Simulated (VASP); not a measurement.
# Si3N2 (P-3m1) in VASP: notebook

Runs on Si3N2. Level: PBE. Tasks: single point, relaxation of cell and atoms.

Program: VASP 6.6.1. These are calculated values, not measurements. Logs are shortened: lines on timing, memory, paths and dates and some standing lists are left out, and cuts for length are marked.

### 1 The cell of the first run

It takes space group P-3m1 (No. 164, trigonal). Conventional cell: a = 2.863 Å, b = 2.863 Å, c = 9.043 Å, α = 90.00°, β = 90.00°, γ = 120.00°. Within 3.6 Å of Si (site symmetry -3m) lie 12 Si at 2.74 to 2.86 Å and 6 N at 3.24 Å. Si (site symmetry 3m) has 3 N at 1.76 Å within 2.3 Å. Within 2.3 Å of N (site symmetry 3m) lie 3 Si at 1.76 Å.

### 2 Single point, PBE

INCAR

```
SYSTEM = Si3N2
PREC = Accurate ; ENCUT = 520
EDIFF = 1E-6 ; ISMEAR = 0
SIGMA = 0.1 ; LREAL = .FALSE.
LASPH = .TRUE. ; NELM = 100
ALGO = Normal ; ISIF = 2
LWAVE = .FALSE. ; LCHARG = .FALSE.
GGA = PE ; NBANDS = 19
```

KPOINTS

```
regular mesh
0
G
  6 6 4
  0 0 0
```

POSCAR

```
Si3N2
1.0
    2.8628312350      0.0000000000      0.0000000000
   -1.4314156175      2.4792845763      0.0000000000
    0.0000000000      0.0000000000      9.0432344297
Si N
3 2
Direct
    0.0000000000      0.0000000000      0.0000000000
    0.3333333333      0.6666666667      0.7577799600
    0.6666666667      0.3333333333      0.2422200400
    0.3333333333      0.6666666667      0.3086286178
    0.6666666667      0.3333333333      0.6913713822
```

Potentials or basis: VASP PAW PBE potentials, release 64 (Si, N).

Run with:

```sh
$ cat potpaw_PBE.64/Si/POTCAR potpaw_PBE.64/N/POTCAR > POTCAR
$ mpirun -np 1 vasp_std > vasp.out
```

OUTCAR:

```text
SYSTEM = Si3N2
   PREC = Accurate
   ENCUT = 520
   EDIFF = 1E-6
   ISMEAR = 0
   LREAL = .FALSE.
   LASPH = .TRUE.
   NELM = 100
   ISIF = 2
   GGA = PE

 ion  position               nearest neighbor table
   1  0.000  0.000  0.000-   2 2.74   3 2.74   3 2.74   2 2.74   3 2.74   2 2.74
   2  0.333  0.667  0.758-   5 1.76   5 1.76   5 1.76   1 2.74   1 2.74   1 2.74
   3  0.667  0.333  0.242-   4 1.76   4 1.76   4 1.76   1 2.74   1 2.74   1 2.74
   4  0.333  0.667  0.309-   3 1.76   3 1.76   3 1.76
   5  0.667  0.333  0.691-   2 1.76   2 1.76   2 1.76

  LATTYP: Found a hexagonal cell.
 ALAT       =     2.8628312350
 C/A-ratio  =     3.1588430080

  Lattice vectors:

 A1 = (   2.8628312350,   0.0000000000,   0.0000000000)
 A2 = (  -1.4314156175,   2.4792845763,   0.0000000000)
 A3 = (   0.0000000000,   0.0000000000,   9.0432344297)

Analysis of symmetry for initial positions (statically):
=====================================================================
 Subroutine PRICEL returns:
 Original cell was already a primitive cell.

 Routine SETGRP: Setting up the symmetry group for a
 hexagonal supercell.

 Subroutine GETGRP returns: Found 12 space group operations
 (whereof 12 operations were pure point group operations)
 out of a pool of 24 trial point group operations.

The static configuration has the point symmetry D_3d.

Analysis of symmetry for dynamics (positions and initial velocities):
=====================================================================
 Subroutine PRICEL returns:
 Original cell was already a primitive cell.

 Routine SETGRP: Setting up the symmetry group for a
 hexagonal supercell.

 Subroutine GETGRP returns: Found 12 space group operations
 (whereof 12 operations were pure point group operations)
 out of a pool of 24 trial point group operations.

The dynamic configuration has the point symmetry D_3d.

 Subroutine INISYM returns: Found 12 space group operations
 (whereof 12 operations are pure point group operations),
 and found     1 'primitive' translations

----------------------------------------------------------------------------------------

                                     Primitive cell

  volume of cell :      64.1868

  direct lattice vectors                    reciprocal lattice vectors
     2.862831235  0.000000000  0.000000000     0.349304558  0.201671081  0.000000000
    -1.431415617  2.479284576  0.000000000     0.000000000  0.403342162  0.000000000
     0.000000000  0.000000000  9.043234430     0.000000000  0.000000000  0.110579905

  length of vectors
     2.862831235  2.862831235  9.043234430     0.403342162  0.403342162  0.110579905

  position of ions in fractional coordinates (direct lattice)
     0.000000000  0.000000000  0.000000000
     0.333333333  0.666666667  0.757779960
     0.666666667  0.333333333  0.242220040
     0.333333333  0.666666667  0.308628618
     0.666666667  0.333333333  0.691371382

  ion indices of the primitive-cell ions
   primitive index   ion index
                 1           1
                 2           2
                 3           3
                 4           4
                 5           5

----------------------------------------------------------------------------------------

 KPOINTS: regular mesh

Automatic generation of k-mesh.
 Grid dimensions read from file:
 generate k-points for:    6    6    4

 Generating k-lattice:

  Cartesian coordinates                     Fractional coordinates (reciprocal lattice)
     0.058217426  0.033611847  0.000000000     0.166666667  0.000000000  0.000000000
     0.000000000  0.067223694  0.000000000     0.000000000  0.166666667  0.000000000
     0.000000000  0.000000000  0.027644976     0.000000000  0.000000000  0.250000000

  Length of vectors
     0.067223694  0.067223694  0.027644976

  Shift w.r.t. Gamma in fractional coordinates (k-lattice)
     0.000000000  0.000000000  0.000000000

 Subroutine IBZKPT returns following result:
 ===========================================

 Found     24 irreducible k-points:

 Following reciprocal coordinates:
            Coordinates               Weight
  0.000000  0.000000  0.000000      1.000000
  0.166667  0.000000  0.000000      6.000000
  0.333333  0.000000  0.000000      6.000000
  0.500000  0.000000  0.000000      3.000000
  0.166667  0.166667  0.000000      6.000000
  0.333333  0.166667  0.000000     12.000000
[... 16 lines left out ...]
  0.333333  0.166667  0.500000     12.000000
  0.333333  0.333333  0.500000      2.000000
   k-points           NKPTS =     24   k-points in BZ     NKDIM =     24   number of bands    NBANDS=     19
   number of dos      NEDOS =    301   number of ions     NIONS =      5
   total plane-waves  NPLWV =  40320
   dimension x,y,z NGX =    24 NGY =   24 NGZ =   70
   dimension x,y,z NGXF=    48 NGYF=   48 NGZF=  140
   ions per type =               3   2
   NGX,Y,Z   is equivalent  to a cutoff of  13.94, 13.94, 12.87 a.u.
   NGXF,Y,Z  is equivalent  to a cutoff of  27.87, 27.87, 25.74 a.u.
 SYSTEM =  Si3N2
   PREC   = accura    normal or accurate (medium, high low for compatibility)
   ISTART =      0    job   : 0-new  1-cont  2-samecut
   ICHARG =      2    charge: 1-file 2-atom 10-const
   ISPIN  =      1    spin polarized calculation?
   LNONCOLLINEAR =      F non collinear calculations
   LSORBIT =      F    spin-orbit coupling
   LASPH  =      T    aspherical Exc in radial PAW
   ENCUT  =  520.0 eV  38.22 Ry    6.18 a.u.   5.32  5.32 16.81*2*pi/ulx,y,z
   NELM   =    100;   NELMIN=  2; NELMDL= -5     # of ELM steps
   EDIFF  = 0.1E-05   stopping-criterion for ELM
   LREAL  =      F    real-space projection
   EDIFFG = 0.1E-04   stopping-criterion for IOM
   NSW    =      0    number of steps for IOM
   IBRION =     -1    ionic relax: 0-MD 1-quasi-New 2-CG
   NFREE  =      0    steps in history (QN), initial steepest desc. (CG)
   ISIF   =      2    stress and relaxation
   ISYM   =      2    0-nonsym 1-usesym 2-fastsym
   POTIM  = 0.5000    time-step for ionic-motion
   TEBEG  =    0.0;   TEEND  =   0.0 temperature during run
   PSTRESS=    0.0 pullay stress
   NELECT =      22.0000    total number of electrons
   NUPDOWN=      -1.0000    fix difference up-down
   EMIN   =  10.00;   EMAX   =-10.00  energy-range for DOS
   EFERMI =   0.00;   METHOD = LEGACY
   ISMEAR =     0;   SIGMA  =   0.10  broadening in eV -4-tet -1-fermi 0-gaus
   EFERMI_NEDOS =   21; number of points for ismear=-14 and -15
   IALGO  =     38    algorithm
   IMIX   =      4    mixing-type and parameters
     AMIX     =   0.40;   BMIX     =  1.00
     AMIX_MAG =   1.60;   BMIX_MAG =  1.00
  volume/ion in A,a.u.               =      12.84        86.63
  Fermi-wavevector in a.u.,A,eV,Ry     =   1.145690  2.165040 17.859080  1.312605
  Thomas-Fermi vector in A             =   2.282377
   LORBIT       =      0    0 simple, 1 ext, 2 COOP (PROOUT), +10 PAW based schemes
   GGA     = PE    functional components
   LHFCALC =     F    Hartree Fock is set to
   AEXX    =    0.0000 exact exchange contribution
   IVDW    =     0    specifies the selected vdW correction
   LEPSILON=     F    determine dielectric tensor
   LRPA    =     F    only Hartree local field effects (RPA)
 non-spin polarized calculation
 Gauss-broadening in eV      SIGMA  =   0.10
  energy-cutoff  :      520.00
  volume of cell :       64.19
 maximum number of plane-waves:      1756
 NGX is ok and might be reduce to    24
   NGX = 11   NGY = 11   NGZ = 33

 number of electron      21.9999997 magnetization

 Free energy of the ion-electron system (eV)
  ---------------------------------------------------
  ext. energy  EPLUGINS =         0.00000000
  ---------------------------------------------------
  free energy    TOTEN  =       -34.23816331 eV

  energy without entropy =      -34.23108145  energy(sigma->0) =      -34.23462238

 E-fermi :   7.0954     XC(G=0): -10.3180

 val. band max:        7.0187034903   @ k =  -0.1667   0.5000   0.2500
 cond. band min:       7.2922888281   @ k =   0.5000   0.0000   0.0000
 fundamental gap:      0.2735853378
 Fermi energy:         7.0954383682

 k-point     1 :       0.0000    0.0000    0.0000
  band No.  band energies     occupation
      1     -11.4589      2.00000
      2     -11.3684      2.00000
      3      -4.7136      2.00000
      4      -0.9306      2.00000
      5       1.9583      2.00000
      6       3.7332      2.00000
[... 11 lines left out ...]
     18      15.3242      0.00000
     19      16.8042      0.00000

 k-point     2 :       0.1667    0.0000    0.0000
  band No.  band energies     occupation
      1     -11.0009      2.00000
      2     -10.9181      2.00000
      3      -4.1196      2.00000
      4      -0.4926      2.00000
      5       1.8896      2.00000
      6       1.9809      2.00000
[... 11 lines left out ...]
     18      15.3486      0.00000
     19      15.8339      0.00000

 k-point     3 :       0.3333    0.0000    0.0000
  band No.  band energies     occupation
      1      -9.8135      2.00000
      2      -9.7559      2.00000
      3      -2.6332      2.00000
      4      -1.4654      2.00000
      5      -0.7688      2.00000
      6       1.5502      2.00000
[... 11 lines left out ...]
     18      15.2449      0.00000
     19      15.2982      0.00000

 k-point     4 :       0.5000    0.0000    0.0000
  band No.  band energies     occupation
      1      -8.9281      2.00000
      2      -8.9085      2.00000
      3      -3.0725      2.00000
      4      -2.9457      2.00000
      5       0.9920      2.00000
      6       1.0819      2.00000
[... 407 lines left out ...]
     18      15.1695      0.00000
     19      15.9789      0.00000

 k-point    23 :       0.3333    0.1667    0.5000
  band No.  band energies     occupation
      1      -8.9890      2.00000
      2      -8.9836      2.00000
      3      -2.4453      2.00000
      4      -2.2314      2.00000
      5      -0.0155      2.00000
      6       0.8382      2.00000
[... 11 lines left out ...]
     18      15.4548      0.00000
     19      16.2105      0.00000

 k-point    24 :       0.3333    0.3333    0.5000
  band No.  band energies     occupation
      1      -8.5274      2.00000
      2      -8.5274      2.00000
      3      -1.8081      2.00000
      4      -1.8081      2.00000
      5      -1.1706      2.00000
      6      -1.0043      2.00000
[... 11 lines left out ...]
     18      16.4372      0.00000
     19      16.4373      0.00000

------------------------ aborting loop because EDIFF is reached ----------------------------------------

  FORCE on cell =-STRESS in cart. coord.  units (eV):
  Direction    XX          YY          ZZ          XY          YZ          ZX
  --------------------------------------------------------------------------------------
  -------------------------------------------------------------------------------------
  Total       -0.0706117     -0.0706117      0.0912114      0.0000000     -0.0000000     -0.0000000
  in kB       -1.7625502     -1.7625502      2.2767414      0.0000000     -0.0000000     -0.0000000
  external PRESSURE =      -0.4161196 kB  Pullay stress =       0.0000000 kB

 VOLUME and BASIS-vectors are now :
 -----------------------------------------------------------------------------
  energy-cutoff  :      520.00
  volume of cell :       64.19
      direct lattice vectors                 reciprocal lattice vectors
     2.862831235  0.000000000  0.000000000     0.349304558  0.201671081  0.000000000
    -1.431415617  2.479284576  0.000000000     0.000000000  0.403342162  0.000000000
     0.000000000  0.000000000  9.043234430     0.000000000  0.000000000  0.110579905

 POSITION                                       TOTAL-FORCE (eV/Angst)
 -----------------------------------------------------------------------------------
      0.00000      0.00000      0.00000        -0.000000      0.000000      0.000000
     -0.00000      1.65286      6.85278        -0.000000      0.000000     -0.037911
      1.43142      0.82643      2.19045        -0.000000      0.000000      0.037911
     -0.00000      1.65286      2.79100         0.000000      0.000000     -0.039974
      1.43142      0.82643      6.25223         0.000000      0.000000      0.039974
 -----------------------------------------------------------------------------------
    total drift:                                0.000000      0.000000     -0.000000

  FREE ENERGIE OF THE ION-ELECTRON SYSTEM (eV)
  ---------------------------------------------------
  free  energy   TOTEN  =       -34.2381633057 eV

  energy  without entropy=      -34.2310814514  energy(sigma->0) =      -34.23462238
```

Wall time 18 s (1 thread of Intel Xeon 6975P-C (Granite Rapids), shared host); peak memory 0.18 GiB.

What came out:

| Quantity | Value |
| --- | --- |
| Free energy | -34.2382 eV |
| Pressure | 0.0 GPa |
| Largest force | 0.040 eV/Å |
| Band gap on the k mesh | zero (bands 11 and 12 overlap by 3.13 eV) |

Forces on the atoms (eV/Å):
```
Si   0.000  0.000  0.000
Si   0.000  0.000 -0.038
Si   0.000  0.000  0.038
N    0.000  0.000 -0.040
N    0.000  0.000  0.040
```

Levels at points of the mesh, in eV from the Fermi level:
```tsv
k point	band 8	band 9	band 10	band 11	band 12	band 13	band 14	band 15
(0.00, 0.00, 0.00)	-3.35	-3.35	-1.58	1.66	5.18	6.91	6.91	6.93
(0.50, 0.00, 0.00)	-4.77	-3.71	-3.03	-1.18	0.20	2.90	3.33	3.90
(0.00, 0.00, 0.50)	-3.35	-3.35	-2.29	2.19	5.03	6.86	6.92	6.92
(0.50, 0.00, 0.50)	-4.79	-3.89	-3.07	-0.96	0.25	2.88	3.29	3.91
```

Caveat: the k points lie up to 0.42 Å⁻¹ apart, too coarse for converged energies and pressures of a metal.

### 3 Relaxation of cell and atoms, PBE

This run uses another cell than the first one, of 11.49 Å³/atom.

INCAR

```
SYSTEM = Si3N2
PREC = Accurate
ENCUT = 600
EDIFF = 1E-6
ISMEAR = 0
SIGMA = 0.1
LREAL = .FALSE.
LASPH = .TRUE.
NELM = 100
ALGO = Normal
ISIF = 3
LWAVE = .FALSE.
LCHARG = .FALSE.
GGA = PE
IBRION = 2
NSW = 90
EDIFFG = -0.04
```

KPOINTS is that of step 2.

POSCAR

```
Si3N2
1.0
    3.4939161274      0.0000000000      0.0000000000
   -1.7469580637      3.0258201250      0.0000000000
    0.0000000000      0.0000000000      5.4359659546
Si N
3 2
Direct
    0.0000000000      0.0000000000      0.0000000000
    0.3333333333      0.6666666667      0.6450000000
    0.6666666667      0.3333333333      0.3550000000
    0.3333333333      0.6666666667      0.2450000000
    0.6666666667      0.3333333333      0.7550000000
```

Potentials or basis: VASP PAW PBE potentials, release 64 (Si, N).

Run with:

```sh
$ cat potpaw_PBE.64/Si/POTCAR potpaw_PBE.64/N/POTCAR > POTCAR
$ mpirun -np 1 vasp_std > vasp.out
```

Wall time 4.4 min (1 thread of Intel Xeon 6975P-C (Granite Rapids), shared host); peak memory 0.19 GiB.

Results (log left out):

* Free energy: -33.8498 eV
* Relaxed volume: 11.38 Å³/atom
* Relaxed cell: a = 2.873 Å, b = 2.873 Å, c = 7.960 Å, α = 90.00°, β = 90.00°, γ = 120.00°
* Space group after relaxing (to 0.1 Å): P-3m1 (No. 164)
* Energy gained by relaxing: 1444.3 meV/atom
* Ionic steps: 30
* Pressure after relaxing: -0.1 GPa
* Largest force after relaxing: 0.039 eV/Å
* Band gap on the k mesh: zero (bands 11 and 12 overlap by 3.47 eV)

Forces on the atoms (eV/Å):
```
Si   0.000  0.000  0.000
Si   0.000  0.000  0.039
Si   0.000  0.000 -0.039
N    0.000  0.000 -0.002
N    0.000  0.000  0.002
```

Stress tensor (GPa, compression positive):
```
-0.41  0.00  0.00
 0.00 -0.41  0.00
 0.00  0.00  0.44
```

The path:
| step | energy change (eV) | largest force (eV/Å) | pressure (GPa) | volume (Å³) |
| --- | --- | --- | --- | --- |
| 1 | 0.0000 | 0.9872 | 11.84 | 57.47 |
| 2 | -0.3141 | 0.9476 | -2.25 | 64.83 |
| 3 | -0.3142 | 0.9508 | -2.39 | 64.94 |
| 4 | -0.5078 | 1.4971 | -2.93 | 65.19 |
| 5 | -1.4434 | 2.7549 | -9.34 | 65.91 |
| 6 | -2.9311 | 1.6983 | -20.86 | 67.21 |
| 7 | -2.9571 | 1.7687 | -20.87 | 67.12 |
| 8 | -3.0182 | 1.9895 | -20.84 | 66.83 |
| 9 | -3.0612 | 2.4810 | -20.48 | 66.27 |
| 10 | -3.1372 | 2.4809 | -20.19 | 65.91 |
| 11 | -3.3612 | 2.4809 | -19.23 | 64.83 |
| 12 | -3.7892 | 2.4848 | -16.90 | 62.69 |
| 13 | -4.5427 | 2.5135 | -10.43 | 58.53 |
| 14 | -5.4430 | 2.1082 | 13.42 | 50.63 |
| 15 | -5.9094 | 1.2256 | 13.77 | 50.62 |
| 16 | -6.4950 | 1.1722 | 21.54 | 50.26 |
| 17 | -6.9097 | 0.7465 | 6.12 | 53.71 |
| 18 | -6.9902 | 0.7356 | -5.32 | 57.21 |
| 19 | -6.9976 | 0.6075 | -3.20 | 56.47 |
| 20 | -7.0531 | 0.5457 | -2.19 | 56.47 |
| 21 | -7.0905 | 0.6288 | -0.38 | 56.45 |
| 22 | -7.0911 | 0.6441 | -0.10 | 56.44 |
| 23 | -7.1258 | 0.4941 | -0.10 | 56.42 |
| 24 | -7.1926 | 0.4248 | 0.13 | 56.33 |
| 25 | -7.1570 | 1.0034 | 1.82 | 56.17 |
| 26 | -7.2067 | 0.4451 | 0.48 | 56.28 |
| 27 | -7.2196 | 0.1237 | 1.22 | 56.55 |
| 28 | -7.2200 | 0.0610 | 1.11 | 56.51 |
| 29 | -7.2205 | 0.0276 | -1.12 | 57.23 |
| 30 | -7.2214 | 0.0386 | -0.13 | 56.91 |

Final structure:
```xyz
5
Lattice="2.8732 0.0000 0.0000 -1.4366 2.4882 0.0000 0.0000 0.0000 7.9599" Properties=species:S:1:pos:R:3 pbc="T T T"
Si    0.0000    0.0000    0.0000
Si    0.0000    1.6588    5.8303
Si    1.4366    0.8294    2.1296
N     0.0000    1.6588    2.7139
N     1.4366    0.8294    5.2460
```

Levels at points of the mesh, in eV from the Fermi level:
```csv
k point,band 9,band 10,band 11,band 12,band 13,band 14
"(0.00, 0.00, 0.00)",-3.47,-0.60,1.88,4.97,6.54,6.54
"(0.50, 0.00, 0.00)",-3.45,-3.00,-1.48,0.08,2.92,3.45
"(0.00, 0.00, 0.50)",-3.47,-2.65,2.79,5.26,6.48,6.58
"(0.50, 0.00, 0.50)",-4.37,-3.34,-0.55,0.25,3.11,3.21
```

Caveat: a cell axis changed by over 15 % at a fixed basis, so the end point is rough.

[end of part 1 of 2]
